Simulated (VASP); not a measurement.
# ScPd (Pm-3m) in VASP: density of states with LDA

Aim: the density of states of ScPd with LDA.

Program: VASP 6.6.1. These are calculated values, not measurements. Logs are shortened: lines on timing, memory, paths and dates and some standing lists are left out, and cuts for length are marked.

## 1. The cell of the first run

The structure is cubic, space group Pm-3m (No. 221). The conventional cell has a = 3.283 Å, b = 3.283 Å, c = 3.283 Å, α = 90.00°, β = 90.00°, γ = 90.00°. Within 3.7 Å of Sc (site symmetry m-3m) lie 8 Pd at 2.84 Å and 6 Sc at 3.28 Å. Within 3.7 Å of Pd (site symmetry m-3m) lie 8 Sc at 2.84 Å and 6 Pd at 3.28 Å.

## 2. Density of states, LDA

File POSCAR:

```
ScPd
1.0
    3.2830000000      0.0000000000      0.0000000000
    0.0000000000      3.2830000000      0.0000000000
    0.0000000000      0.0000000000      3.2830000000
Sc Pd
1 1
Direct
    0.5000000000      0.5000000000      0.5000000000
    0.0000000000      0.0000000000      0.0000000000
```

File INCAR.step1:

```
PREC = Accurate
ENCUT = 520
EDIFF = 1E-6
ISMEAR = -1
SIGMA = 0.15
LREAL = F
LASPH = T
NELM = 100
ALGO = Normal
ISIF = 2
LWAVE = F
LCHARG = T
LMAXMIX = 4
GGA = CA
NBANDS = 18
```

File KPOINTS.step1:

```
regular mesh
0
Gamma
  8 8 8
```

File INCAR.step2:

```
PREC = Accurate
ENCUT = 520
EDIFF = 1E-6
ISMEAR = -5
SIGMA = 0.15
LREAL = F
LASPH = T
NELM = 100
ALGO = Normal
ISIF = 2
LWAVE = F
LCHARG = F
LMAXMIX = 4
GGA = CA
LORBIT = 10
NBANDS = 18
NEDOS = 1001
ICHARG = 11
```

File KPOINTS.step2:

```
regular mesh
0
Gamma
  12 12 12
```

Potentials or basis: VASP PAW LDA potentials, release 64 (Sc_sv, Pd).

The run is started by

```sh
cat potpaw_LDA.64/Sc_sv/POTCAR potpaw_LDA.64/Pd/POTCAR > POTCAR
cp INCAR.step1 INCAR
cp KPOINTS.step1 KPOINTS
mpirun -np 1 vasp_std > vasp.out
cp INCAR.step2 INCAR
cp KPOINTS.step2 KPOINTS
mpirun -np 1 vasp_std > vasp.out
```

OUTCAR:

```text
PREC = Accurate
   ENCUT = 520
   EDIFF = 1E-6
   ISMEAR = -5
   LREAL = F
   LASPH = T
   NELM = 100
   ISIF = 2
   GGA = CA
   LORBIT = 10
   ICHARG = 11

 ion  position               nearest neighbor table
   1  0.500  0.500  0.500-   2 2.84   2 2.84   2 2.84   2 2.84   2 2.84   2 2.84   2 2.84   2 2.84

   2  0.000  0.000  0.000-   1 2.84   1 2.84   1 2.84   1 2.84   1 2.84   1 2.84   1 2.84   1 2.84

  LATTYP: Found a simple cubic cell.
 ALAT       =     3.2830000000

  Lattice vectors:

 A1 = (   3.2830000000,   0.0000000000,   0.0000000000)
 A2 = (   0.0000000000,   3.2830000000,   0.0000000000)
 A3 = (   0.0000000000,   0.0000000000,   3.2830000000)

Analysis of symmetry for initial positions (statically):
=====================================================================
 Subroutine PRICEL returns:
 Original cell was already a primitive cell.

 Routine SETGRP: Setting up the symmetry group for a
 simple cubic supercell.

 Subroutine GETGRP returns: Found 48 space group operations
 (whereof 48 operations were pure point group operations)
 out of a pool of 48 trial point group operations.

The static configuration has the point symmetry O_h .

Analysis of symmetry for dynamics (positions and initial velocities):
=====================================================================
 Subroutine PRICEL returns:
 Original cell was already a primitive cell.

 Routine SETGRP: Setting up the symmetry group for a
 simple cubic supercell.

 Subroutine GETGRP returns: Found 48 space group operations
 (whereof 48 operations were pure point group operations)
 out of a pool of 48 trial point group operations.

The dynamic configuration has the point symmetry O_h .

 Subroutine INISYM returns: Found 48 space group operations
 (whereof 48 operations are pure point group operations),
 and found     1 'primitive' translations

----------------------------------------------------------------------------------------

                                     Primitive cell

  volume of cell :      35.3845

  direct lattice vectors                    reciprocal lattice vectors
     3.283000000  0.000000000  0.000000000     0.304599452  0.000000000  0.000000000
     0.000000000  3.283000000  0.000000000     0.000000000  0.304599452  0.000000000
     0.000000000  0.000000000  3.283000000     0.000000000  0.000000000  0.304599452

  length of vectors
     3.283000000  3.283000000  3.283000000     0.304599452  0.304599452  0.304599452

  position of ions in fractional coordinates (direct lattice)
     0.500000000  0.500000000  0.500000000
     0.000000000  0.000000000  0.000000000

  ion indices of the primitive-cell ions
   primitive index   ion index
                 1           1
                 2           2

----------------------------------------------------------------------------------------

 KPOINTS: regular mesh

Automatic generation of k-mesh.
 Grid dimensions read from file:
 generate k-points for:   12   12   12

 Generating k-lattice:

  Cartesian coordinates                     Fractional coordinates (reciprocal lattice)
     0.025383288  0.000000000  0.000000000     0.083333333  0.000000000  0.000000000
     0.000000000  0.025383288  0.000000000     0.000000000  0.083333333  0.000000000
     0.000000000  0.000000000  0.025383288     0.000000000  0.000000000  0.083333333

  Length of vectors
     0.025383288  0.025383288  0.025383288

  Shift w.r.t. Gamma in fractional coordinates (k-lattice)
     0.000000000  0.000000000  0.000000000

 TETIRR: Found    854 inequivalent tetrahedra from    10368

 Subroutine IBZKPT returns following result:
 ===========================================

 Found     84 irreducible k-points:

 Following reciprocal coordinates:
            Coordinates               Weight
  0.000000  0.000000  0.000000      1.000000
  0.083333  0.000000  0.000000      6.000000
  0.166667  0.000000  0.000000      6.000000
  0.250000  0.000000  0.000000      6.000000
  0.333333  0.000000  0.000000      6.000000
  0.416667  0.000000  0.000000      6.000000
[... 16 lines left out ...]
  0.333333  0.333333  0.000000     12.000000
  0.416667  0.333333  0.000000     24.000000
 [... further k-points ...]
   k-points           NKPTS =     84   k-points in BZ     NKDIM =     84   number of bands    NBANDS=     18
   number of dos      NEDOS =   1001   number of ions     NIONS =      2
   total plane-waves  NPLWV =  13824
   dimension x,y,z NGX =    24 NGY =   24 NGZ =   24
   dimension x,y,z NGXF=    48 NGYF=   48 NGZF=   48
   ions per type =               1   1
   NGX,Y,Z   is equivalent  to a cutoff of  12.15, 12.15, 12.15 a.u.
   NGXF,Y,Z  is equivalent  to a cutoff of  24.31, 24.31, 24.31 a.u.
 SYSTEM =  unknown system
   PREC   = accura    normal or accurate (medium, high low for compatibility)
   ISTART =      0    job   : 0-new  1-cont  2-samecut
   ICHARG =     11    charge: 1-file 2-atom 10-const
   ISPIN  =      1    spin polarized calculation?
   LNONCOLLINEAR =      F non collinear calculations
   LSORBIT =      F    spin-orbit coupling
   LASPH  =      T    aspherical Exc in radial PAW
   ENCUT  =  520.0 eV  38.22 Ry    6.18 a.u.   6.10  6.10  6.10*2*pi/ulx,y,z
   NELM   =    100;   NELMIN=  2; NELMDL=  0     # of ELM steps
   EDIFF  = 0.1E-05   stopping-criterion for ELM
   LREAL  =      F    real-space projection
   EDIFFG = 0.1E-04   stopping-criterion for IOM
   NSW    =      0    number of steps for IOM
   IBRION =     -1    ionic relax: 0-MD 1-quasi-New 2-CG
   NFREE  =      0    steps in history (QN), initial steepest desc. (CG)
   ISIF   =      2    stress and relaxation
   ISYM   =      2    0-nonsym 1-usesym 2-fastsym
   POTIM  = 0.5000    time-step for ionic-motion
   TEBEG  =    0.0;   TEEND  =   0.0 temperature during run
   PSTRESS=    0.0 pullay stress
   NELECT =      21.0000    total number of electrons
   NUPDOWN=      -1.0000    fix difference up-down
   EMIN   =  10.00;   EMAX   =-10.00  energy-range for DOS
   EFERMI =   0.00;   METHOD = LEGACY
   ISMEAR =    -5;   SIGMA  =   0.15  broadening in eV -4-tet -1-fermi 0-gaus
   EFERMI_NEDOS =   21; number of points for ismear=-14 and -15
   IALGO  =     38    algorithm
   IMIX   =      4    mixing-type and parameters
     AMIX     =   0.40;   BMIX     =  1.00
     AMIX_MAG =   1.60;   BMIX_MAG =  1.00
  volume/ion in A,a.u.               =      17.69       119.39
  Fermi-wavevector in a.u.,A,eV,Ry     =   1.375763  2.599816 25.752082  1.892725
  Thomas-Fermi vector in A             =   2.501069
   LORBIT       =     10    0 simple, 1 ext, 2 COOP (PROOUT), +10 PAW based schemes
   GGA     = CA    functional components
   LHFCALC =     F    Hartree Fock is set to
   AEXX    =    0.0000 exact exchange contribution
   IVDW    =     0    specifies the selected vdW correction
   LEPSILON=     F    determine dielectric tensor
   LRPA    =     F    only Hartree local field effects (RPA)
 non-spin polarized calculation
 Fermi weights with tetrahedron method with Bloechl corrections
  energy-cutoff  :      520.00
  volume of cell :       35.38
 maximum number of plane-waves:       976

 number of electron      21.0000005 magnetization

 Free energy of the ion-electron system (eV)
  ---------------------------------------------------
  ext. energy  EPLUGINS =         0.00000000
  ---------------------------------------------------
  free energy    TOTEN  =       -15.01379254 eV

  energy without entropy =      -15.01379254  energy(sigma->0) =      -15.01379254

 E-fermi :   7.2455     XC(G=0): -12.0189

 val. band max:        7.2147124131   @ k =   0.5000   0.5000   0.1667
 cond. band min:       7.2147124131   @ k =   0.5000   0.5000   0.1667
 fundamental gap:      0.0000000000
 Fermi energy:         7.2455091160

 k-point     1 :       0.0000    0.0000    0.0000
  band No.  band energies     occupation
      1     -41.9924      2.00000
      2     -20.8613      2.00000
      3     -20.8613      2.00000
      4     -20.8613      2.00000
      5       0.4449      2.00000
      6       2.4922      2.00000
[... 10 lines left out ...]
     17      14.7994      0.00000
     18      14.7994      0.00000

 k-point     2 :       0.0833    0.0000    0.0000
  band No.  band energies     occupation
      1     -41.9910      2.00000
      2     -20.8768      2.00000
      3     -20.8604      2.00000
      4     -20.8604      2.00000
      5       0.5654      2.00000
      6       2.5320      2.00000
[... 10 lines left out ...]
     17      15.1471      0.00000
     18      15.1471      0.00000

 k-point     3 :       0.1667    0.0000    0.0000
  band No.  band energies     occupation
      1     -41.9870      2.00000
      2     -20.9192      2.00000
      3     -20.8579      2.00000
      4     -20.8579      2.00000
      5       0.9153      2.00000
      6       2.6452      2.00000
[... 10 lines left out ...]
     17      16.0346      0.00000
     18      16.0346      0.00000

 k-point     4 :       0.2500    0.0000    0.0000
  band No.  band energies     occupation
      1     -41.9816      2.00000
      2     -20.9765      2.00000
      3     -20.8545      2.00000
      4     -20.8545      2.00000
      5       1.4530      2.00000
      6       2.8126      2.00000
[... 375 lines left out ...]
      4     -20.8363      2.00000
      5       2.7596      2.00000
      6       2.8861      2.00000
[... 10 lines left out ...]
     17      16.6293      0.00000
     18      17.4951      0.00000

 k-point    23 :       0.3333    0.3333    0.0000
  band No.  band energies     occupation
      1     -41.9616      2.00000
      2     -21.0132      2.00000
      3     -21.0037      2.00000
      4     -20.8357      2.00000
      5       2.5162      2.00000
      6       2.8756      2.00000
[... 10 lines left out ...]
     17      14.8820      0.00000
     18      18.0750      0.00000

 k-point    24 :       0.4167    0.3333    0.0000
  band No.  band energies     occupation
      1     -41.9580      2.00000
      2     -21.0464      2.00000
      3     -21.0022      2.00000
      4     -20.8319      2.00000
      5       2.5666      2.00000
      6       2.7428      2.00000
[... 10 lines left out ...]
     17      15.1918      0.00000
     18      16.9941      0.00000

 [... further k-points ...]
[... 5 lines left out ...]
  --------------------------------------------------------------------------------------
  -------------------------------------------------------------------------------------
  Total       -1.0266197     -1.0266197     -1.0266197     -0.0000000     -0.0000000      0.0000000
  in kB      -46.4844311    -46.4844311    -46.4844311     -0.0000000     -0.0000000      0.0000000
  external PRESSURE =     -46.4844311 kB  Pullay stress =       0.0000000 kB

 VOLUME and BASIS-vectors are now :
 -----------------------------------------------------------------------------
  energy-cutoff  :      520.00
  volume of cell :       35.38
      direct lattice vectors                 reciprocal lattice vectors
     3.283000000  0.000000000  0.000000000     0.304599452  0.000000000  0.000000000
     0.000000000  3.283000000  0.000000000     0.000000000  0.304599452  0.000000000
     0.000000000  0.000000000  3.283000000     0.000000000  0.000000000  0.304599452

 POSITION                                       TOTAL-FORCE (eV/Angst)
 -----------------------------------------------------------------------------------
      1.64150      1.64150      1.64150         0.000000      0.000000      0.000000
      0.00000      0.00000      0.00000         0.000000      0.000000      0.000000
 -----------------------------------------------------------------------------------
    total drift:                                0.000000      0.000000     -0.000000

  FREE ENERGIE OF THE ION-ELECTRON SYSTEM (eV)
  ---------------------------------------------------
  free  energy   TOTEN  =       -15.0137925432 eV

  energy  without entropy=      -15.0137925432  energy(sigma->0) =      -15.01379254

 total charge

# of ion       s       p       d       tot
------------------------------------------
    1        2.264   6.167   0.991   9.422
    2        0.622   0.423   8.499   9.544
--------------------------------------------------
tot          2.886   6.590   9.490  18.966
```

It took 12 s on 1 thread of Intel Xeon 6975P-C (Granite Rapids), shared host; peak memory 0.16 GiB.

Results:

```
Valence electrons inside the program's atomic spheres : Sc 9.42; Pd 9.54
```

Levels at points of the mesh, in eV from the Fermi level:
```csv
k point,band 8,band 9,band 10,band 11,band 12,band 13
"(0.00, 0.00, 0.00)",-2.92,-2.92,-2.92,1.11,1.11,3.23
"(0.50, 0.00, 0.00)",-3.20,-3.04,-2.64,-0.77,-0.03,1.28
"(0.50, 0.50, 0.00)",-3.70,-2.04,-0.62,0.64,0.64,1.60
"(0.50, 0.50, 0.50)",-2.01,-2.01,-1.17,-1.17,-1.17,3.61
```

Caveat: tetrahedron occupations give inexact forces and stress in metals.
